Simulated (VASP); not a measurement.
# InSb3 (Pm-3m) in VASP: notebook

The runs below take InSb3 through single point, relaxation of cell and atoms, with PBE.

All numbers are computed with VASP 6.6.1; they aren't measurements. Logs are shortened: lines on timing, memory, paths and dates and some standing lists are left out, and cuts for length are marked.

## (1) The cell of the first run

Symmetry: Pm-3m, No. 221, cubic system. The conventional cell has a = 4.812 Å, b = 4.812 Å, c = 4.812 Å, α = 90.00°, β = 90.00°, γ = 90.00°. Within 4.5 Å of Sb (site symmetry 4/mmm) lie 8 Sb at 3.40 Å and 4 In at 3.40 Å. Within 4.5 Å of In (site symmetry m-3m) lie 12 Sb at 3.40 Å.

## (2) Single point, PBE

Input file INCAR:

```
PREC     = Accurate       # precision mode
ENCUT    = 520            # plane-wave cutoff, eV
EDIFF    = 1E-7           # SCF threshold, eV
ISMEAR   = -1             # smearing method
SIGMA    = 0.05           # smearing width, eV
LREAL    = False          # projectors in reciprocal space
LASPH    = True           # aspherical terms in the spheres
NELM     = 80             # most SCF steps
ALGO     = Normal         # electronic algorithm
ISIF     = 2              # what is computed and relaxed
LWAVE    = False          # write WAVECAR
LCHARG   = False          # write CHGCAR
GGA      = PE             # functional
NBANDS   = 22             # bands
```

Input file KPOINTS:

```
Automatic mesh
0
Gamma
  6 6 6
```

Input file POSCAR:

```
InSb3
1.0
    4.8122406252      0.0000000000      0.0000000000
    0.0000000000      4.8122406252      0.0000000000
    0.0000000000      0.0000000000      4.8122406252
Sb In
3 1
Direct
    0.5000000000      0.5000000000      0.0000000000
    0.0000000000      0.5000000000      0.5000000000
    0.5000000000      0.0000000000      0.5000000000
    0.0000000000      0.0000000000      0.0000000000
```

Potentials or basis: VASP PAW PBE potentials, release 64 (Sb, In_d).

Run with:

```sh
$ cat potpaw_PBE.64/Sb/POTCAR potpaw_PBE.64/In_d/POTCAR > POTCAR
$ mpirun -np 1 vasp_std > vasp.out
```

OUTCAR:

```text
PREC = Accurate
   ENCUT = 520
   EDIFF = 1E-7
   ISMEAR = -1
   LREAL = False
   LASPH = True
   NELM = 80
   ISIF = 2
   GGA = PE

 ion  position               nearest neighbor table
   1  0.500  0.500  0.000-   2 3.40   3 3.40   4 3.40   2 3.40   3 3.40   3 3.40   4 3.40   3 3.40
                             2 3.40   4 3.40   2 3.40   4 3.40
   2  0.000  0.500  0.500-   1 3.40   3 3.40   4 3.40   1 3.40   4 3.40   3 3.40   4 3.40   4 3.40
                             1 3.40   3 3.40   1 3.40   3 3.40
   3  0.500  0.000  0.500-   1 3.40   2 3.40   4 3.40   1 3.40   4 3.40   1 3.40   2 3.40   1 3.40
                             2 3.40   4 3.40   4 3.40   2 3.40
   4  0.000  0.000  0.000-   1 3.40   2 3.40   3 3.40   2 3.40   3 3.40   1 3.40   2 3.40   2 3.40
                             1 3.40   3 3.40   3 3.40   1 3.40

  LATTYP: Found a simple cubic cell.
 ALAT       =     4.8122406252

  Lattice vectors:

 A1 = (   4.8122406252,   0.0000000000,   0.0000000000)
 A2 = (   0.0000000000,   4.8122406252,   0.0000000000)
 A3 = (   0.0000000000,   0.0000000000,   4.8122406252)

Analysis of symmetry for initial positions (statically):
=====================================================================
 Subroutine PRICEL returns:
 Original cell was already a primitive cell.

 Routine SETGRP: Setting up the symmetry group for a
 simple cubic supercell.

 Subroutine GETGRP returns: Found 48 space group operations
 (whereof 48 operations were pure point group operations)
 out of a pool of 48 trial point group operations.

The static configuration has the point symmetry O_h .

Analysis of symmetry for dynamics (positions and initial velocities):
=====================================================================
 Subroutine PRICEL returns:
 Original cell was already a primitive cell.

 Routine SETGRP: Setting up the symmetry group for a
 simple cubic supercell.

 Subroutine GETGRP returns: Found 48 space group operations
 (whereof 48 operations were pure point group operations)
 out of a pool of 48 trial point group operations.

The dynamic configuration has the point symmetry O_h .

 Subroutine INISYM returns: Found 48 space group operations
 (whereof 48 operations are pure point group operations),
 and found     1 'primitive' translations

----------------------------------------------------------------------------------------

                                     Primitive cell

  volume of cell :     111.4402

  direct lattice vectors                    reciprocal lattice vectors
     4.812240625  0.000000000  0.000000000     0.207803408  0.000000000  0.000000000
     0.000000000  4.812240625  0.000000000     0.000000000  0.207803408  0.000000000
     0.000000000  0.000000000  4.812240625     0.000000000  0.000000000  0.207803408

  length of vectors
     4.812240625  4.812240625  4.812240625     0.207803408  0.207803408  0.207803408

  position of ions in fractional coordinates (direct lattice)
     0.500000000  0.500000000  0.000000000
     0.000000000  0.500000000  0.500000000
     0.500000000  0.000000000  0.500000000
     0.000000000  0.000000000  0.000000000

  ion indices of the primitive-cell ions
   primitive index   ion index
                 1           1
                 2           2
                 3           3
                 4           4

----------------------------------------------------------------------------------------

 KPOINTS: Automatic mesh

Automatic generation of k-mesh.
 Grid dimensions read from file:
 generate k-points for:    6    6    6

 Generating k-lattice:

  Cartesian coordinates                     Fractional coordinates (reciprocal lattice)
     0.034633901  0.000000000  0.000000000     0.166666667  0.000000000  0.000000000
     0.000000000  0.034633901  0.000000000     0.000000000  0.166666667  0.000000000
     0.000000000  0.000000000  0.034633901     0.000000000  0.000000000  0.166666667

  Length of vectors
     0.034633901  0.034633901  0.034633901

  Shift w.r.t. Gamma in fractional coordinates (k-lattice)
     0.000000000  0.000000000  0.000000000

 Subroutine IBZKPT returns following result:
 ===========================================

 Found     20 irreducible k-points:

 Following reciprocal coordinates:
            Coordinates               Weight
  0.000000  0.000000  0.000000      1.000000
  0.166667  0.000000  0.000000      6.000000
  0.333333  0.000000  0.000000      6.000000
  0.500000  0.000000  0.000000      3.000000
  0.166667  0.166667  0.000000     12.000000
  0.333333  0.166667  0.000000     24.000000
[... 12 lines left out ...]
  0.500000  0.500000  0.333333      6.000000
  0.500000  0.500000  0.500000      1.000000
   k-points           NKPTS =     20   k-points in BZ     NKDIM =     20   number of bands    NBANDS=     22
   number of dos      NEDOS =    301   number of ions     NIONS =      4
   total plane-waves  NPLWV =  46656
   dimension x,y,z NGX =    36 NGY =   36 NGZ =   36
   dimension x,y,z NGXF=    72 NGYF=   72 NGZF=   72
   ions per type =               3   1
   NGX,Y,Z   is equivalent  to a cutoff of  12.44, 12.44, 12.44 a.u.
   NGXF,Y,Z  is equivalent  to a cutoff of  24.87, 24.87, 24.87 a.u.
 SYSTEM =  unknown system
   PREC   = accura    normal or accurate (medium, high low for compatibility)
   ISTART =      0    job   : 0-new  1-cont  2-samecut
   ICHARG =      2    charge: 1-file 2-atom 10-const
   ISPIN  =      1    spin polarized calculation?
   LNONCOLLINEAR =      F non collinear calculations
   LSORBIT =      F    spin-orbit coupling
   LASPH  =      T    aspherical Exc in radial PAW
   ENCUT  =  520.0 eV  38.22 Ry    6.18 a.u.   8.95  8.95  8.95*2*pi/ulx,y,z
   NELM   =     80;   NELMIN=  2; NELMDL= -5     # of ELM steps
   EDIFF  = 0.1E-06   stopping-criterion for ELM
   LREAL  =      F    real-space projection
   EDIFFG = 0.1E-05   stopping-criterion for IOM
   NSW    =      0    number of steps for IOM
   IBRION =     -1    ionic relax: 0-MD 1-quasi-New 2-CG
   NFREE  =      0    steps in history (QN), initial steepest desc. (CG)
   ISIF   =      2    stress and relaxation
   ISYM   =      2    0-nonsym 1-usesym 2-fastsym
   POTIM  = 0.5000    time-step for ionic-motion
   TEBEG  =    0.0;   TEEND  =   0.0 temperature during run
   PSTRESS=    0.0 pullay stress
   NELECT =      28.0000    total number of electrons
   NUPDOWN=      -1.0000    fix difference up-down
   EMIN   =  10.00;   EMAX   =-10.00  energy-range for DOS
   EFERMI =   0.00;   METHOD = LEGACY
   ISMEAR =    -1;   SIGMA  =   0.05  broadening in eV -4-tet -1-fermi 0-gaus
   EFERMI_NEDOS =   21; number of points for ismear=-14 and -15
   IALGO  =     38    algorithm
   IMIX   =      4    mixing-type and parameters
     AMIX     =   0.40;   BMIX     =  1.00
     AMIX_MAG =   1.60;   BMIX_MAG =  1.00
  volume/ion in A,a.u.               =      27.86       188.01
  Fermi-wavevector in a.u.,A,eV,Ry     =   1.033031  1.952146 14.519509  1.067154
  Thomas-Fermi vector in A             =   2.167258
   LORBIT       =      0    0 simple, 1 ext, 2 COOP (PROOUT), +10 PAW based schemes
   GGA     = PE    functional components
   LHFCALC =     F    Hartree Fock is set to
   AEXX    =    0.0000 exact exchange contribution
   IVDW    =     0    specifies the selected vdW correction
   LEPSILON=     F    determine dielectric tensor
   LRPA    =     F    only Hartree local field effects (RPA)
 non-spin polarized calculation
  energy-cutoff  :      520.00
  volume of cell :      111.44
 maximum number of plane-waves:      3028
 NGX is ok and might be reduce to    36
   NGX = 17   NGY = 17   NGZ = 17

 number of electron      28.0000007 magnetization

 Free energy of the ion-electron system (eV)
  ---------------------------------------------------
  ext. energy  EPLUGINS =         0.00000000
  ---------------------------------------------------
  free energy    TOTEN  =       -14.25322337 eV

  energy without entropy =      -14.23233325  energy(sigma->0) =      -14.24277831

 E-fermi :   7.8035     XC(G=0): -10.0453

 val. band max:        7.7917205358   @ k =   0.5000   0.3333   0.0000
 cond. band min:       7.8808173553   @ k =   0.1667   0.1667   0.1667
 fundamental gap:      0.0890968195
 Fermi energy:         7.8035147599

 k-point     1 :       0.0000    0.0000    0.0000
  band No.  band energies     occupation
      1      -6.7438      2.00000
      2      -6.7438      2.00000
      3      -6.7278      2.00000
      4      -6.7278      2.00000
      5      -6.7278      2.00000
      6      -4.3495      2.00000
[... 14 lines left out ...]
     21      12.7286      0.00000
     22      12.9580      0.00000

 k-point     2 :       0.1667    0.0000    0.0000
  band No.  band energies     occupation
      1      -6.7425      2.00000
      2      -6.7399      2.00000
      3      -6.7306      2.00000
      4      -6.7306      2.00000
      5      -6.7277      2.00000
      6      -4.1818      2.00000
[... 14 lines left out ...]
     21      13.4571      0.00000
     22      13.4583      0.00000

 k-point     3 :       0.3333    0.0000    0.0000
  band No.  band energies     occupation
      1      -6.7397      2.00000
      2      -6.7360      2.00000
      3      -6.7360      2.00000
      4      -6.7323      2.00000
      5      -6.7276      2.00000
      6      -3.6973      2.00000
[... 14 lines left out ...]
     21      12.4602      0.00000
     22      13.4703      0.00000
[... 376 lines left out ...]
 k-point    19 :       0.5000    0.5000    0.3333
  band No.  band energies     occupation
      1      -6.7602      2.00000
      2      -6.7539      2.00000
      3      -6.7539      2.00000
      4      -6.7167      2.00000
      5      -6.7126      2.00000
      6      -1.3595      2.00000
[... 14 lines left out ...]
     21      13.6595      0.00000
     22      15.9256      0.00000

 k-point    20 :       0.5000    0.5000    0.5000
  band No.  band energies     occupation
      1      -6.7592      2.00000
      2      -6.7592      2.00000
      3      -6.7592      2.00000
      4      -6.7122      2.00000
      5      -6.7122      2.00000
      6      -1.1887      2.00000
[... 14 lines left out ...]
     21      14.1540      0.00000
     22      16.0961      0.00000

------------------------ aborting loop because EDIFF is reached ----------------------------------------

  FORCE on cell =-STRESS in cart. coord.  units (eV):
  Direction    XX          YY          ZZ          XY          YZ          ZX
  --------------------------------------------------------------------------------------
  -------------------------------------------------------------------------------------
  Total       -0.0715396     -0.0715396     -0.0715396      0.0000000      0.0000000     -0.0000000
  in kB       -1.0285255     -1.0285255     -1.0285255      0.0000000      0.0000000     -0.0000000
  external PRESSURE =      -1.0285255 kB  Pullay stress =       0.0000000 kB

 VOLUME and BASIS-vectors are now :
 -----------------------------------------------------------------------------
  energy-cutoff  :      520.00
  volume of cell :      111.44
      direct lattice vectors                 reciprocal lattice vectors
     4.812240625  0.000000000  0.000000000     0.207803408  0.000000000  0.000000000
     0.000000000  4.812240625  0.000000000     0.000000000  0.207803408  0.000000000
     0.000000000  0.000000000  4.812240625     0.000000000  0.000000000  0.207803408

 POSITION                                       TOTAL-FORCE (eV/Angst)
 -----------------------------------------------------------------------------------
      2.40612      2.40612      0.00000         0.000000      0.000000      0.000000
      0.00000      2.40612      2.40612         0.000000      0.000000      0.000000
      2.40612      0.00000      2.40612         0.000000      0.000000      0.000000
      0.00000      0.00000      0.00000         0.000000      0.000000      0.000000
 -----------------------------------------------------------------------------------
    total drift:                                0.000000     -0.000000     -0.000000

  FREE ENERGIE OF THE ION-ELECTRON SYSTEM (eV)
  ---------------------------------------------------
  free  energy   TOTEN  =       -14.2532233669 eV

  energy  without entropy=      -14.2323332510  energy(sigma->0) =      -14.24277831
```

Run time: 60 s. Hardware: 1 thread of Intel Xeon 8259CL, shared host; peak memory 0.22 GiB.

Results:

| Quantity | Value |
| --- | --- |
| Free energy | -14.2532 eV |
| Pressure | -0.1 GPa |
| Band gap on the k mesh | zero (bands 14 and 15 overlap by 4.60 eV) |

Caveat: spin-orbit coupling is left out, which moves the levels of the heavy elements.

## (3) Single point, PBE

Input file INCAR:

```
ALGO = Normal ; EDIFF = 1E-6
ENCUT = 520 ; GGA = PE
ISIF = 2 ; ISMEAR = -1
LASPH = True ; LCHARG = True
LELF = True ; LREAL = False
LVHAR = True ; LWAVE = False
NBANDS = 22 ; NELM = 80
PREC = Accurate ; SIGMA = 0.05
```

Input file KPOINTS:

```
k-points
0
Gamma
  6 6 6
```

Input file POSCAR:

```
InSb3
1.0
    4.8121239623      0.0000000000      0.0000000000
    0.0000000000      4.8121239623      0.0000000000
    0.0000000000      0.0000000000      4.8121239623
Sb In
3 1
Direct
    0.5000000000      0.5000000000      0.0000000000
    0.0000000000      0.5000000000      0.5000000000
    0.5000000000      0.0000000000      0.5000000000
    0.0000000000      0.0000000000      0.0000000000
```

Potentials or basis: VASP PAW PBE potentials, release 64 (Sb, In_d).

Run with:

```sh
$ cat potpaw_PBE.64/Sb/POTCAR potpaw_PBE.64/In_d/POTCAR > POTCAR
$ mpirun -np 1 vasp_std > vasp.out
```

It took 58 s on 1 thread of Intel Xeon 8259CL, shared host; peak memory 0.23 GiB.

The run converged. Its results:

```yaml
Free_energy: -14.2532 eV
Pressure: -0.1 GPa
Band_gap_on_the_k_mesh: zero (bands 14 and 15 overlap by 4.60 eV)
```

Levels at points of the mesh, in eV from the Fermi level:
| k point | band 11 | band 12 | band 13 | band 14 | band 15 | band 16 | band 17 | band 18 |
| --- | --- | --- | --- | --- | --- | --- | --- | --- |
| (0.00, 0.00, 0.00) | -4.28 | -3.59 | 0.42 | 0.42 | 0.42 | 1.72 | 1.72 | 1.72 |
| (0.50, 0.00, 0.00) | -2.89 | -2.10 | -2.10 | -1.12 | -0.84 | 1.96 | 2.15 | 2.15 |
| (0.50, 0.50, 0.00) | -1.65 | -1.65 | -1.34 | -1.12 | -1.12 | -0.48 | 1.04 | 3.24 |
| (0.50, 0.50, 0.50) | -4.97 | -4.97 | -4.79 | 3.48 | 3.48 | 3.53 | 3.53 | 3.53 |

Caveat: spin-orbit coupling is left out, which moves the levels of the heavy elements.

## (4) Relaxation of cell and atoms, PBE

This run uses another cell than the first one, of 27.76 Å³/atom.

Input file INCAR:

```
SYSTEM = InSb3
PREC = Accurate
ENCUT = 600
EDIFF = 1E-7
ISMEAR = -1
SIGMA = 0.05
LREAL = .False.
LASPH = .True.
NELM = 100
ALGO = Normal
ISIF = 3
LWAVE = .False.
LCHARG = .False.
GGA = PE
IBRION = 2
NSW = 60
EDIFFG = -0.01
```

Input file KPOINTS:

```
Automatic mesh
0
Gamma
  6 6 6
  0 0 0
```

Input file POSCAR:

```
InSb3
1.0
    4.8063670000      0.0000000000      0.0000000000
    0.0000000000      4.8063670000      0.0000000000
    0.0000000000      0.0000000000      4.8063670000
Sb In
3 1
Direct
    0.5000000000      0.5000000000      0.0000000000
    0.0000000000      0.5000000000      0.5000000000
    0.5000000000      0.0000000000      0.5000000000
    0.0000000000      0.0000000000      0.0000000000
```

Run with:

```sh
$ cat potpaw_PBE.64/Sb/POTCAR potpaw_PBE.64/In_d/POTCAR > POTCAR
$ mpirun -np 1 vasp_std > vasp.out
```

It took 1.8 min on 1 thread of Intel Xeon 8259CL, shared host; peak memory 0.27 GiB.

The run converged. Its results:

| Property | Result |
| --- | --- |
| Free energy | -14.2533 eV |
| Relaxed volume | 27.83 Å³/atom |
| Relaxed cell | a = 4.810 Å, b = 4.810 Å, c = 4.810 Å, α = 90.00°, β = 90.00°, γ = 90.00° |
| Space group after relaxing (to 0.1 Å) | Pm-3m (No. 221) |
| Energy gained by relaxing | 0.0 meV/atom |
| Ionic steps | 2 |
| Pressure after relaxing | 0.0 GPa |
| Band gap on the k mesh | zero (bands 14 and 15 overlap by 4.60 eV) |

Final structure:
```
Sb In
1.0
     4.81030    0.00000    0.00000
     0.00000    4.81030    0.00000
     0.00000    0.00000    4.81030
Sb In
3 1
Direct
  0.50000 0.50000 0.00000
  0.00000 0.50000 0.50000
  0.50000 0.00000 0.50000
  0.00000 0.00000 0.00000
```

Levels at points of the mesh, in eV from the Fermi level:
| k point | band 11 | band 12 | band 13 | band 14 | band 15 | band 16 | band 17 | band 18 |
| --- | --- | --- | --- | --- | --- | --- | --- | --- |
| (0.00, 0.00, 0.00) | -4.28 | -3.59 | 0.42 | 0.42 | 0.42 | 1.72 | 1.72 | 1.72 |
| (0.50, 0.00, 0.00) | -2.90 | -2.11 | -2.11 | -1.12 | -0.84 | 1.97 | 2.15 | 2.15 |
| (0.50, 0.50, 0.00) | -1.65 | -1.65 | -1.34 | -1.12 | -1.12 | -0.47 | 1.04 | 3.25 |
| (0.50, 0.50, 0.50) | -4.97 | -4.97 | -4.80 | 3.48 | 3.48 | 3.54 | 3.54 | 3.54 |

Caveat: spin-orbit coupling is left out, which moves the levels of the heavy elements.

## (5) Relaxation of cell and atoms, PBE

This run uses another cell than the first one, of 27.76 Å³/atom.

Input file INCAR:

```
  PREC = Accurate
  ENCUT = 600
  EDIFF = 1E-6
  ISMEAR = -1
  SIGMA = 0.05
  LREAL = F
  LASPH = T
  NELM = 80
  ALGO = Normal
  ISIF = 3
  LWAVE = F
  LCHARG = F
  GGA = PE
  IBRION = 2
  NSW = 60
  EDIFFG = -0.01
```

Input file KPOINTS:

```
regular mesh
0
Gamma
  6 6 6
```

POSCAR is that of step 4.

Run with:

```sh
$ cat potpaw_PBE.64/Sb/POTCAR potpaw_PBE.64/In_d/POTCAR > POTCAR
$ mpirun -np 1 vasp_std > vasp.out
```

Wall time 1.7 min (1 thread of Intel Xeon 8259CL, shared host); peak memory 0.27 GiB.

It converged, with:

```yaml
Free_energy: -14.2533 eV
Relaxed_volume: 27.83 Å³/atom
Relaxed_cell: a = 4.810 Å, b = 4.810 Å, c = 4.810 Å, α = 90.00°, β = 90.00°, γ = 90.00°
Space_group_after_relaxing_to_0.1_Å: Pm-3m (No. 221)
Energy_gained_by_relaxing: 0.0 meV/atom
Ionic_steps: 2
Pressure_after_relaxing: 0.0 GPa
Band_gap_on_the_k_mesh: zero (bands 14 and 15 overlap by 4.60 eV)
```

Final structure:
```yaml
crystal:
  lattice:
    - [4.81027, 0.00000, 0.00000]
    - [0.00000, 4.81027, 0.00000]
    - [0.00000, 0.00000, 4.81027]
  atoms:
    - { symbol: Sb, position: [0.50000, 0.50000, 0.00000] }
    - { symbol: Sb, position: [0.00000, 0.50000, 0.50000] }
    - { symbol: Sb, position: [0.50000, 0.00000, 0.50000] }
    - { symbol: In, position: [0.00000, 0.00000, 0.00000] }
```

Levels at points of the mesh, in eV from the Fermi level:
```tsv
k point	band 12	band 13	band 14	band 15	band 16	band 17
(0.00, 0.00, 0.00)	-3.59	0.42	0.42	0.42	1.72	1.72
(0.50, 0.00, 0.00)	-2.11	-2.11	-1.12	-0.84	1.97	2.15
(0.50, 0.50, 0.00)	-1.65	-1.34	-1.12	-1.12	-0.47	1.04
(0.50, 0.50, 0.50)	-4.97	-4.80	3.48	3.48	3.54	3.54
```

Caveat: spin-orbit coupling is left out, which moves the levels of the heavy elements.
